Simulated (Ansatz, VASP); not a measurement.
# BaTiO3 in VASP and in Ansatz

Contents of POSCAR:

```
BaTiO3
1.0
    3.5584015423      0.0000000000      0.0000000000
    0.0000000000      3.5584015423      0.0000000000
    0.0000000000      0.0000000000      5.0317488734
Ba Ti O
1 1 3
Direct
    0.0000000000      0.0000000000      0.0000000000
    0.5000000000      0.5000000000      0.5000000000
    0.5000000000      0.5000000000      0.0000000000
    0.5000000000      0.0000000000      0.5000000000
    0.0000000000      0.5000000000      0.5000000000
```

INCAR.step1

```
SYSTEM = BaTiO3
PREC = Accurate
ENCUT = 520
ISMEAR = 0
SIGMA = 0.05
LREAL = .False.
LASPH = .True.
NELM = 100
NBANDS = 28
GGA = PE
ALGO = Normal
EDIFF = 1E-4
LWAVE = .True.
LCHARG = .False.
```

Contents of INCAR.step2:

```
SYSTEM = BaTiO3
PREC = Accurate
ENCUT = 520
EDIFF = 1E-7
ISMEAR = 0
SIGMA = 0.05
LREAL = .False.
LASPH = .True.
NELM = 100
ALGO = Normal
ISIF = 2
LWAVE = .False.
LCHARG = .False.
METAGGA = R2SCAN
LMIXTAU = .True.
NBANDS = 28
ISTART = 1
```

File KPOINTS:

```
regular mesh
0
Gamma
  8 8 8
  0 0 0
```

Input for Ansatz:

```yaml
crystal:
  lattice:
    - [3.5584015423, 0.0, 0.0]
    - [0.0, 3.5584015423, 0.0]
    - [0.0, 0.0, 5.0317488734]
  atoms:
    - { symbol: Ba, position: [0.0, 0.0, 0.0] }
    - { symbol: Ti, position: [0.5, 0.5, 0.5] }
    - { symbol: O, position: [0.5, 0.5, 0.0] }
    - { symbol: O, position: [0.5, 0.0, 0.5] }
    - { symbol: O, position: [0.0, 0.5, 0.5] }
basis:
  ecutwfc: 500
kpoints:
  mp_grid: { grid: [8, 8, 8] }
hamiltonian:
  xc: r2scan
scf:
  occupations: { method: gaussian, width: 0.05 }
output:
  forces: true
  stress: true
  eigenvalues: true
```

Alike in both runs: task single point; functional r2SCAN; k mesh 8 × 8 × 8; occupations gaussian, width 0.05 eV; no spin polarisation.

```csv
,VASP,Ansatz
version,VASP 6.6.1,Ansatz 0.2.0
potentials or method,"VASP PAW PBE potentials, release 64 (Ba_sv, Ti_sv, O), cutoff 520 eV","scalar-relativistic, plane waves, PAW"
valence electrons in the cell,40,40
```

|  | VASP | Ansatz | Ansatz less VASP |
| --- | --- | --- | --- |
| gap on the k mesh at the Fermi level (eV) | 1.33 | 1.39 | +0.064 |
| least direct gap on the mesh (eV) | 1.95 | 2.07 | +0.113 |

VASP's potentials were made for PBE, not for r2SCAN.

Neither program's run includes spin-orbit coupling.
